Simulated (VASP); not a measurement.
# NaCl (Fmmm) in VASP: further runs

NaCl is run at these levels: PBE; tasks: single point.

Program: VASP 6.6.1. These are calculated values, not measurements. Logs are shortened: lines on timing, memory, paths and dates and some standing lists are left out, and cuts for length are marked.

## (1) The cell of the first run

It takes space group Fmmm (No. 69, orthorhombic). The conventional cell has a = 5.097 Å, b = 5.663 Å, c = 6.230 Å, α = 90.00°, β = 90.00°, γ = 90.00°. Within 3.4 Å of Na (site symmetry mmm) lie 6 Cl at 2.55 to 3.11 Å. Cl (site symmetry mmm) has 6 Na at 2.55 to 3.11 Å within 3.4 Å.

## (2) Single point, PBE (strain -0.1000 x Voigt [1, -1, 0, 0, 0, 0])

Input file INCAR:

```
PREC = Accurate
ENCUT = 520
EDIFF = 1E-6
ISMEAR = 0
SIGMA = 0.05
LREAL = F
LASPH = T
NELM = 80
ALGO = Normal
ISIF = 2
LWAVE = F
LCHARG = F
GGA = PE
NBANDS = 14
```

Input file KPOINTS:

```
Automatic mesh
0
Gamma
  8 8 8
```

Input file POSCAR:

```
NaCl
1.0
    0.0000000000      3.1149250000      2.8317500000
    2.5485750000      0.0000000000      2.8317500000
    2.5485750000      3.1149250000      0.0000000000
Na Cl
1 1
Direct
    0.0000000000      0.0000000000      0.0000000000
    0.5000000000      0.5000000000      0.5000000000
```

Potentials or basis: VASP PAW PBE potentials, release 64 (Na_pv, Cl).

Command:

```
$ cat potpaw_PBE.64/Na_pv/POTCAR potpaw_PBE.64/Cl/POTCAR > POTCAR
$ mpirun -np 1 vasp_std > vasp.out
```

OUTCAR:

```text
PREC = Accurate
   ENCUT = 520
   EDIFF = 1E-6
   ISMEAR = 0
   LREAL = F
   LASPH = T
   NELM = 80
   ISIF = 2
   GGA = PE

 ion  position               nearest neighbor table
   1  0.000  0.000  0.000-   2 2.55   2 2.55
   2  0.500  0.500  0.500-   1 2.55   1 2.55

  LATTYP: Found a face centered orthorhombic cell.
 ALAT       =     5.0971500000
 B/A-ratio  =     1.1111111111
 C/A-ratio  =     1.2222222222

  Lattice vectors:

 A1 = (   0.0000000000,   3.1149250000,  -2.8317500000)
 A2 = (   2.5485750000,   3.1149250000,   0.0000000000)
 A3 = (   2.5485750000,   0.0000000000,  -2.8317500000)

Analysis of symmetry for initial positions (statically):
=====================================================================
 Subroutine PRICEL returns:
 Original cell was already a primitive cell.

 Routine SETGRP: Setting up the symmetry group for a
 face centered orthorhombic supercell.

 Subroutine GETGRP returns: Found  8 space group operations
 (whereof  8 operations were pure point group operations)
 out of a pool of  8 trial point group operations.

The static configuration has the point symmetry D_2h.

Analysis of symmetry for dynamics (positions and initial velocities):
=====================================================================
 Subroutine PRICEL returns:
 Original cell was already a primitive cell.

 Routine SETGRP: Setting up the symmetry group for a
 face centered orthorhombic supercell.

 Subroutine GETGRP returns: Found  8 space group operations
 (whereof  8 operations were pure point group operations)
 out of a pool of  8 trial point group operations.

The dynamic configuration has the point symmetry D_2h.

 Subroutine INISYM returns: Found  8 space group operations
 (whereof  8 operations are pure point group operations),
 and found     1 'primitive' translations

----------------------------------------------------------------------------------------

                                     Primitive cell

  volume of cell :      44.9604

  direct lattice vectors                    reciprocal lattice vectors
     0.000000000  3.114925000  2.831750000    -0.196188066  0.160517508  0.176569259
     2.548575000  0.000000000  2.831750000     0.196188066 -0.160517508  0.176569259
     2.548575000  3.114925000  0.000000000     0.196188066  0.160517508 -0.176569259

  length of vectors
     4.209699018  3.809729990  4.024672942     0.308921238  0.308921238  0.308921238

  position of ions in fractional coordinates (direct lattice)
     0.000000000  0.000000000  0.000000000
     0.500000000  0.500000000  0.500000000

  ion indices of the primitive-cell ions
   primitive index   ion index
                 1           1
                 2           2

----------------------------------------------------------------------------------------

 KPOINTS: Automatic mesh

Automatic generation of k-mesh.
 Grid dimensions read from file:
 generate k-points for:    8    8    8

 Generating k-lattice:

  Cartesian coordinates                     Fractional coordinates (reciprocal lattice)
    -0.024523508  0.020064689  0.022071157     0.125000000 -0.000000000 -0.000000000
     0.024523508 -0.020064689  0.022071157     0.000000000  0.125000000  0.000000000
     0.024523508  0.020064689 -0.022071157     0.000000000  0.000000000  0.125000000

  Length of vectors
     0.038615155  0.038615155  0.038615155

  Shift w.r.t. Gamma in fractional coordinates (k-lattice)
     0.000000000  0.000000000  0.000000000

 Subroutine IBZKPT returns following result:
 ===========================================

 Found     95 irreducible k-points:

 Following reciprocal coordinates:
            Coordinates               Weight
  0.000000  0.000000  0.000000      1.000000
  0.125000 -0.000000 -0.000000      8.000000
  0.250000 -0.000000 -0.000000      8.000000
  0.375000  0.000000 -0.000000      8.000000
  0.500000 -0.000000 -0.000000      4.000000
  0.125000  0.125000  0.000000      2.000000
[... 16 lines left out ...]
  0.250000 -0.000000  0.125000      8.000000
  0.375000  0.000000  0.125000      8.000000
 [... further k-points ...]
   k-points           NKPTS =     95   k-points in BZ     NKDIM =     95   number of bands    NBANDS=     14
   number of dos      NEDOS =    301   number of ions     NIONS =      2
   total plane-waves  NPLWV =  26880
   dimension x,y,z NGX =    32 NGY =   28 NGZ =   30
   dimension x,y,z NGXF=    64 NGYF=   56 NGZF=   60
   ions per type =               1   1
   NGX,Y,Z   is equivalent  to a cutoff of  12.64, 12.22, 12.39 a.u.
   NGXF,Y,Z  is equivalent  to a cutoff of  25.27, 24.44, 24.78 a.u.
 SYSTEM =  unknown system
   PREC   = accura    normal or accurate (medium, high low for compatibility)
   ISTART =      0    job   : 0-new  1-cont  2-samecut
   ICHARG =      2    charge: 1-file 2-atom 10-const
   ISPIN  =      1    spin polarized calculation?
   LNONCOLLINEAR =      F non collinear calculations
   LSORBIT =      F    spin-orbit coupling
   LASPH  =      T    aspherical Exc in radial PAW
   ENCUT  =  520.0 eV  38.22 Ry    6.18 a.u.   7.83  7.08  7.48*2*pi/ulx,y,z
   NELM   =     80;   NELMIN=  2; NELMDL= -5     # of ELM steps
   EDIFF  = 0.1E-05   stopping-criterion for ELM
   LREAL  =      F    real-space projection
   EDIFFG = 0.1E-04   stopping-criterion for IOM
   NSW    =      0    number of steps for IOM
   IBRION =     -1    ionic relax: 0-MD 1-quasi-New 2-CG
   NFREE  =      0    steps in history (QN), initial steepest desc. (CG)
   ISIF   =      2    stress and relaxation
   ISYM   =      2    0-nonsym 1-usesym 2-fastsym
   POTIM  = 0.5000    time-step for ionic-motion
   TEBEG  =    0.0;   TEEND  =   0.0 temperature during run
   PSTRESS=    0.0 pullay stress
   NELECT =      14.0000    total number of electrons
   NUPDOWN=      -1.0000    fix difference up-down
   EMIN   =  10.00;   EMAX   =-10.00  energy-range for DOS
   EFERMI =   0.00;   METHOD = LEGACY
   ISMEAR =     0;   SIGMA  =   0.05  broadening in eV -4-tet -1-fermi 0-gaus
   EFERMI_NEDOS =   21; number of points for ismear=-14 and -15
   IALGO  =     38    algorithm
   IMIX   =      4    mixing-type and parameters
     AMIX     =   0.40;   BMIX     =  1.00
     AMIX_MAG =   1.60;   BMIX_MAG =  1.00
  volume/ion in A,a.u.               =      22.48       151.70
  Fermi-wavevector in a.u.,A,eV,Ry     =   1.109620  2.096877 16.752257  1.231256
  Thomas-Fermi vector in A             =   2.246162
   LORBIT       =      0    0 simple, 1 ext, 2 COOP (PROOUT), +10 PAW based schemes
   GGA     = PE    functional components
   LHFCALC =     F    Hartree Fock is set to
   AEXX    =    0.0000 exact exchange contribution
   IVDW    =     0    specifies the selected vdW correction
   LEPSILON=     F    determine dielectric tensor
   LRPA    =     F    only Hartree local field effects (RPA)
 non-spin polarized calculation
 Gauss-broadening in eV      SIGMA  =   0.05
  energy-cutoff  :      520.00
  volume of cell :       44.96
 maximum number of plane-waves:      1232
   NGX = 15   NGY = 15   NGZ = 15

 number of electron      14.0000002 magnetization

 Free energy of the ion-electron system (eV)
  ---------------------------------------------------
  ext. energy  EPLUGINS =         0.00000000
  ---------------------------------------------------
  free energy    TOTEN  =        -6.64435158 eV

  energy without entropy =       -6.64435158  energy(sigma->0) =       -6.64435158

 E-fermi :  -0.4644     XC(G=0):  -8.1149

 val. band max:       -0.7162082612   @ k =   0.0000   0.0000   0.0000
 cond. band min:       4.3520523938   @ k =   0.0000   0.0000   0.0000
 fundamental gap:      5.0682606551
 Fermi energy:        -0.4643845987

 k-point     1 :       0.0000    0.0000    0.0000
  band No.  band energies     occupation
      1     -21.5237      2.00000
      2     -21.5039      2.00000
      3     -21.5019      2.00000
      4     -13.4472      2.00000
      5      -0.8615      2.00000
      6      -0.7479      2.00000
      7      -0.7162      2.00000
      8       4.3521      0.00000
      9       9.7765      0.00000
     10      10.5128      0.00000
     11      11.2703      0.00000
     12      11.4591      0.00000
     13      13.5001      0.00000
     14      14.3619      0.00000

 k-point     2 :       0.1250   -0.0000   -0.0000
  band No.  band energies     occupation
      1     -21.5249      2.00000
      2     -21.5078      2.00000
      3     -21.5029      2.00000
      4     -13.3964      2.00000
      5      -1.1631      2.00000
      6      -0.8287      2.00000
      7      -0.7869      2.00000
      8       4.8390      0.00000
      9       9.7600      0.00000
     10      10.2646      0.00000
     11      11.1872      0.00000
     12      11.4380      0.00000
     13      13.0939      0.00000
     14      14.9752      0.00000

 k-point     3 :       0.2500   -0.0000   -0.0000
  band No.  band energies     occupation
      1     -21.5295      2.00000
      2     -21.5177      2.00000
      3     -21.5029      2.00000
      4     -13.2701      2.00000
      5      -1.8815      2.00000
      6      -0.9573      2.00000
      7      -0.8684      2.00000
      8       5.8033      0.00000
      9       9.2612      0.00000
     10       9.9794      0.00000
     11      11.5012      0.00000
     12      12.2162      0.00000
     13      12.8459      0.00000
     14      15.1709      0.00000
[... 324 lines left out ...]
 k-point    23 :       0.2500   -0.0000    0.1250
  band No.  band energies     occupation
      1     -21.5298      2.00000
      2     -21.5085      2.00000
      3     -21.5040      2.00000
      4     -13.3233      2.00000
      5      -1.5869      2.00000
      6      -1.0203      2.00000
      7      -0.8702      2.00000
      8       5.7487      0.00000
      9       9.0535      0.00000
     10       9.8598      0.00000
     11      11.5622      0.00000
     12      11.7397      0.00000
     13      13.4461      0.00000
     14      16.1293      0.00000

 k-point    24 :       0.3750    0.0000    0.1250
  band No.  band energies     occupation
      1     -21.5348      2.00000
      2     -21.5180      2.00000
      3     -21.5040      2.00000
      4     -13.1949      2.00000
      5      -2.1662      2.00000
      6      -1.2028      2.00000
      7      -0.9581      2.00000
      8       6.5907      0.00000
      9       9.1666      0.00000
     10       9.3517      0.00000
     11      11.6352      0.00000
     12      12.7921      0.00000
     13      14.0668      0.00000
     14      15.7251      0.00000

 [... further k-points ...]

------------------------ aborting loop because EDIFF is reached ----------------------------------------

  FORCE on cell =-STRESS in cart. coord.  units (eV):
  Direction    XX          YY          ZZ          XY          YZ          ZX
  --------------------------------------------------------------------------------------
  -------------------------------------------------------------------------------------
  Total        2.4156758     -0.4032325      0.2633778      0.0000000      0.0000000      0.0000000
  in kB       86.0833816    -14.3693205      9.3855536      0.0000000      0.0000000      0.0000000
  external PRESSURE =      27.0332049 kB  Pullay stress =       0.0000000 kB

 VOLUME and BASIS-vectors are now :
 -----------------------------------------------------------------------------
  energy-cutoff  :      520.00
  volume of cell :       44.96
      direct lattice vectors                 reciprocal lattice vectors
     0.000000000  3.114925000  2.831750000    -0.196188066  0.160517508  0.176569259
     2.548575000  0.000000000  2.831750000     0.196188066 -0.160517508  0.176569259
     2.548575000  3.114925000  0.000000000     0.196188066  0.160517508 -0.176569259

 POSITION                                       TOTAL-FORCE (eV/Angst)
 -----------------------------------------------------------------------------------
      0.00000      0.00000      0.00000         0.000000     -0.000000      0.000000
      2.54858      3.11492      2.83175         0.000000      0.000000      0.000000
 -----------------------------------------------------------------------------------
    total drift:                                0.000000     -0.000000     -0.000000

  FREE ENERGIE OF THE ION-ELECTRON SYSTEM (eV)
  ---------------------------------------------------
  free  energy   TOTEN  =        -6.6443515755 eV

  energy  without entropy=       -6.6443515755  energy(sigma->0) =       -6.64435158
```

It took 22 s on 1 thread of Intel Xeon Platinum 8559C (Emerald Rapids), shared host; peak memory 0.19 GiB.

Results:

* Free energy: -6.6444 eV
* Pressure: 2.7 GPa
* Band gap on the k mesh: 5.07 eV, direct

Levels at points of the mesh, in eV from the valence-band top:
```
           k point  band 3  band 4  band 5  band 6  band 7  band 8  band 9  band 10  band 11  band 12
(0.00, 0.00, 0.00)  -20.79  -12.73   -0.15   -0.03    0.00    5.07   10.49    11.23    11.99    12.18
(0.50, 0.00, 0.00)  -20.79  -12.37   -1.99   -0.43   -0.23    7.19   10.26    10.50    12.07    15.01
(0.50, 0.50, 0.00)  -20.80  -12.33   -1.74   -0.90   -0.34    7.60    8.26    11.20    13.61    14.40
(0.50, 0.00, 0.50)  -20.79  -12.44   -1.73   -0.57   -0.30    7.70    8.47    10.34    14.84    14.94
(0.00, 0.50, 0.50)  -20.81  -12.27   -1.59   -1.01   -0.67    7.69    7.71    12.23    13.49    14.78
```

Caveat: the cell differs from its parent crystal (strain -0.1000 x Voigt [1, -1, 0, 0, 0, 0]).

## (3) Single point, PBE (strain +0.0750 x Voigt [1, -1, 0, 0, 0, 0])

Input file INCAR:

```
PREC     = Accurate       # precision mode
ENCUT    = 520            # plane-wave cutoff, eV
EDIFF    = 1E-6           # SCF threshold, eV
ISMEAR   = 0              # smearing method
SIGMA    = 0.05           # smearing width, eV
LREAL    = False          # projectors in reciprocal space
LASPH    = True           # aspherical terms in the spheres
NELM     = 60             # most SCF steps
ALGO     = Normal         # electronic algorithm
ISIF     = 2              # what is computed and relaxed
LWAVE    = False          # write WAVECAR
LCHARG   = False          # write CHGCAR
GGA      = PE             # functional
NBANDS   = 14             # bands
```

KPOINTS is that of step 2.

Input file POSCAR:

```
NaCl
1.0
    0.0000000000      2.6193687500      2.8317500000
    3.0441312500      0.0000000000      2.8317500000
    3.0441312500      2.6193687500      0.0000000000
Na Cl
1 1
Direct
    0.0000000000      0.0000000000      0.0000000000
    0.5000000000      0.5000000000      0.5000000000
```

Potentials or basis: VASP PAW PBE potentials, release 64 (Na_pv, Cl).

Command:

```
$ cat potpaw_PBE.64/Na_pv/POTCAR potpaw_PBE.64/Cl/POTCAR > POTCAR
$ mpirun -np 1 vasp_std > vasp.out
```

It took 40 s on 1 thread of Intel Xeon Platinum 8559C (Emerald Rapids), shared host; peak memory 0.19 GiB.

It converged, with:

```
Free energy            : -6.7072 eV
Pressure               : 1.7 GPa
Band gap on the k mesh : 5.07 eV, direct
```

Stress tensor (GPa, compression positive):
```
-1.27  0.00  0.00
 0.00  5.53  0.00
 0.00  0.00  0.70
```

Levels at points of the mesh, in eV from the valence-band top:
```csv
k point,band 4,band 5,band 6,band 7,band 8,band 9,band 10,band 11
"(0.00, 0.00, 0.00)",-12.69,-0.10,0.00,0.00,5.07,10.62,11.18,11.74
"(0.50, 0.00, 0.00)",-12.34,-1.95,-0.37,-0.22,7.21,10.40,10.51,11.73
"(0.50, 0.50, 0.00)",-12.30,-1.69,-0.83,-0.38,7.55,8.18,11.21,13.81
"(0.50, 0.00, 0.50)",-12.25,-1.60,-0.89,-0.64,7.60,7.81,11.97,13.75
"(0.00, 0.50, 0.50)",-12.38,-1.69,-0.57,-0.36,7.62,8.37,10.55,14.76
```

Caveat: the cell differs from its parent crystal (strain +0.0750 x Voigt [1, -1, 0, 0, 0, 0]).

## (4) Single point, PBE (strain +0.0875 x Voigt [1, -1, 0, 0, 0, 0])

Input file INCAR:

```
  PREC = Accurate
  ENCUT = 520
  EDIFF = 1E-6
  ISMEAR = 0
  SIGMA = 0.05
  LREAL = F
  LASPH = T
  NELM = 100
  ALGO = Normal
  ISIF = 2
  LWAVE = F
  LCHARG = F
  GGA = PE
  NBANDS = 14
```

KPOINTS is that of step 3.

Input file POSCAR:

```
NaCl
1.0
    0.0000000000      2.5839718750      2.8317500000
    3.0795281250      0.0000000000      2.8317500000
    3.0795281250      2.5839718750      0.0000000000
Na Cl
1 1
Direct
    0.0000000000      0.0000000000      0.0000000000
    0.5000000000      0.5000000000      0.5000000000
```

Command:

```
$ cat potpaw_PBE.64/Na_pv/POTCAR potpaw_PBE.64/Cl/POTCAR > POTCAR
$ mpirun -np 1 vasp_std > vasp.out
```

It took 38 s on 1 thread of Intel Xeon Platinum 8559C (Emerald Rapids), shared host; peak memory 0.19 GiB.

It converged, with:

```
Free energy            : -6.6790 eV
Pressure               : 2.1 GPa
Band gap on the k mesh : 5.07 eV, direct
```

Stress tensor (GPa, compression positive):
```
-1.37  0.00  0.00
 0.00  6.96  0.00
 0.00  0.00  0.81
```

Levels at points of the mesh, in eV from the valence-band top:
```tsv
k point	band 5	band 6	band 7	band 8	band 9	band 10
(0.00, 0.00, 0.00)	-0.12	-0.01	0.00	5.07	10.56	11.20
(0.50, 0.00, 0.00)	-1.97	-0.40	-0.23	7.20	10.33	10.51
(0.50, 0.50, 0.00)	-1.71	-0.87	-0.36	7.58	8.22	11.21
(0.50, 0.00, 0.50)	-1.60	-0.94	-0.66	7.64	7.76	12.10
(0.00, 0.50, 0.50)	-1.71	-0.57	-0.33	7.66	8.42	10.44
```

Caveat: the cell differs from its parent crystal (strain +0.0875 x Voigt [1, -1, 0, 0, 0, 0]). A k mesh can miss the band edges.

## (5) Overview

| cell | gap on the mesh (eV) | pressure (GPa) |
| --- | --- | --- |
| a = 4.210, b = 3.810, c = 4.025 Å, angles 64.9, 55.1, 60.0°, 2 atoms | 5.07 | 2.7 |
| a = 3.857, b = 4.158, c = 4.016 Å, angles 56.3, 63.7, 60.0°, 2 atoms | 5.07 | 1.7 |
| a = 3.833, b = 4.184, c = 4.020 Å, angles 55.7, 64.3, 60.0°, 2 atoms | 5.07 | 2.1 |

Alike in all rows: task single point; level PBE; potentials or basis VASP PAW PBE potentials, release 64 (Na_pv, Cl); no spin polarisation; k mesh 8 × 8 × 8; cutoff (eV) 520; smearing gaussian 0.05 eV.

Absolute energies hang on the potentials; compare differences alone.
